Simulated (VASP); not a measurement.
## Tl: single point with LDA

Crystal: Tl.

```xyz
1
Lattice="3.1644 0.0000 0.0000 0.0000 3.1644 0.0000 0.0000 0.0000 3.1644" Properties=species:S:1:pos:R:3 pbc="T T T"
Tl    0.0000    0.0000    0.0000
```

This cell differs from its parent crystal: volume scaled by 1.08.

```
Program                : VASP 6.6.1
Task                   : single point
Functional             : LDA
Potentials or basis    : VASP PAW LDA potentials, release 64 (Tl_d)
Cutoff                 : 520 eV
k mesh                 : 12 × 12 × 12
Occupations            : fermi-dirac, width 0.1 eV
Spin                   : no spin polarisation
Dipole correction      : no
Further INCAR settings : ALGO = Normal; EDIFF = 1e-06; NBANDS = 12
```

```json
{
  "Pressure": "-2.1 GPa"
}
```

Levels at points of the mesh, in eV from the Fermi level:
```csv
k point,band 2,band 3,band 4,band 5,band 6,band 7,band 8,band 9,band 10,band 11
"(0.00, 0.00, 0.00)",-12.21,-11.14,-11.14,-11.14,-9.74,6.79,6.79,6.79,9.84,11.44
"(0.50, 0.00, 0.00)",-11.64,-11.45,-11.45,-11.11,-6.43,-3.04,9.63,9.63,11.83,11.96
"(0.50, 0.50, 0.00)",-11.87,-11.41,-11.41,-10.83,-3.54,-0.53,-0.53,4.72,13.01,14.17
"(0.50, 0.50, 0.50)",-11.85,-11.85,-10.81,-10.81,-0.53,1.94,1.94,1.94,7.14,7.99
```

Run time: 6.8 s on 1 thread of Intel(R) Xeon(R) Platinum 8488C (Sapphire Rapids), on a shared host, peak memory 0.14 GiB.

Caveat: spin-orbit coupling is left out, which moves the levels of the heavy elements.
